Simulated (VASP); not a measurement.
Set up this calculation in VASP 6.6.1, as the native input.

```
Task                   : single point
Functional             : PBEsol
Potentials or basis    : VASP PAW PBE potentials, release 64 (Sc_sv)
Cutoff                 : 520 eV
k mesh                 : 7 × 7 × 4
Occupations            : fermi-dirac, width 0.1 eV
Spin                   : no spin polarisation
Dipole correction      : no
Further INCAR settings : ALGO = Normal; EDIFF = 1e-06; NBANDS = 18
```

The structure of Sc lies in POSCAR:

```
Sc
1.0
    3.3090000000      0.0000000000      0.0000000000
   -1.6545000000      2.8656780600      0.0000000000
    0.0000000000      0.0000000000      5.2733000000
Sc
2
Direct
    0.3275578987      0.6578540636      0.2358092014
    0.6609309683      0.3245007067      0.7358212371
```

The input as run:

INCAR

```
PREC     = Accurate       # precision mode
ENCUT    = 520            # plane-wave cutoff, eV
EDIFF    = 1E-6           # SCF threshold, eV
ISMEAR   = -1             # smearing method
SIGMA    = 0.1            # smearing width, eV
LREAL    = F              # projectors in reciprocal space
LASPH    = T              # aspherical terms in the spheres
NELM     = 100            # most SCF steps
ALGO     = Normal         # electronic algorithm
ISIF     = 2              # what is computed and relaxed
LWAVE    = F              # write WAVECAR
LCHARG   = F              # write CHGCAR
GGA      = PS             # functional
NBANDS   = 18             # bands
```

KPOINTS

```
Automatic mesh
0
Gamma
  7 7 4
```

Potentials or basis: VASP PAW PBE potentials, release 64 (Sc_sv).

Run with:

```console
$ cat potpaw_PBE.64/Sc_sv/POTCAR > POTCAR
$ mpirun -np 1 vasp_std > vasp.out
```

Results of the run:

- Pressure: -2.8 GPa
- Band gap on the k mesh: zero (bands 11 and 12 overlap by 1.30 eV)

Caveat: the PAW data sets were made with another functional, which shifts forces and pressure a little.

Wall time 66 s on 1 thread of Intel(R) Xeon(R) Platinum 8375C CPU @ 2.90GHz (Ice Lake), on a shared host, peak memory 0.22 GiB.
